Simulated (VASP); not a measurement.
Co: single point with LDA

Crystal: Co.

```
CELL_PARAMETERS angstrom
2.35932 0.00000 0.00000
-1.17966 2.04323 0.00000
0.00000 0.00000 3.80573
ATOMIC_POSITIONS crystal
Co 0.66667 0.33333 0.25000
Co 0.33333 0.66667 0.75000
```

* Program: VASP 6.6.1
* Task: single point
* Functional: LDA
* Potentials or basis: VASP PAW LDA potentials, release 64 (Co)
* Cutoff: 520 eV
* k mesh: 24 × 24 × 12
* Occupations: gaussian, width 0.15 eV
* Spin: collinear spin, ferromagnetic start
* Starting moments: [1.375, 1.375] μB
* Fixed moment: 2.75 μB
* Dipole correction: no
* Further INCAR settings: ALGO = Normal; EDIFF = 1e-06; NBANDS = 20

- Pressure: 26.9 GPa
- Net moment: 2.75 μB per cell
- Site moments: Co +1.36 μB
- Valence electrons inside the program's atomic spheres: Co 8.66

Stress tensor (GPa, compression positive):
```
27.05  0.00  0.00
 0.00 27.05  0.00
 0.00  0.00 26.68
```

Run time: 2.4 min on 1 thread of Intel(R) Xeon(R) 6975P-C (Granite Rapids), on a shared host, peak memory 0.3 GiB.

Caveat: the total moment is fixed, so each spin has its own Fermi level.
